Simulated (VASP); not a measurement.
A run of VASP 6.6.1 is set up as follows.

File INCAR:

```
SYSTEM = SiC
  PREC = Accurate
  ENCUT = 600
  EDIFF = 1E-6
  ISMEAR = 1
  SIGMA = 0.5
  LREAL = .False.
  LASPH = .True.
  NELM = 120
  ALGO = Normal
  ISIF = 2
  LWAVE = .False.
  LCHARG = .True.
  GGA = PE
  LELF = .True.
  LVHAR = .True.
  NBANDS = 11
  GGA_COMPAT = .False.
```

File KPOINTS:

```
regular mesh
0
Gamma
  8 8 8
  0 0 0
```

The input POSCAR:

```
SiC
1.0
    0.0000000000      2.1780523476      2.1780523476
    2.1780523476      0.0000000000      2.1780523476
    2.1780523476      2.1780523476      0.0000000000
Si C
1 1
Direct
    0.0000000000      0.0000000000      0.0000000000
    0.2500000000      0.2500000000      0.2500000000
```

Potentials or basis: VASP PAW PBE potentials, release 64 (Si, C).

Command:

```sh
$ cat potpaw_PBE.64/Si/POTCAR potpaw_PBE.64/C/POTCAR > POTCAR
$ mpirun -np 1 vasp_std > vasp.out
```

Task: Estimate the band gap on the k mesh.

Result: 1.36 eV, indirect (least direct gap 4.54 eV).

Task: What does it give for the pressure?

Result: 3.4 GPa.

A k mesh can miss the band edges.
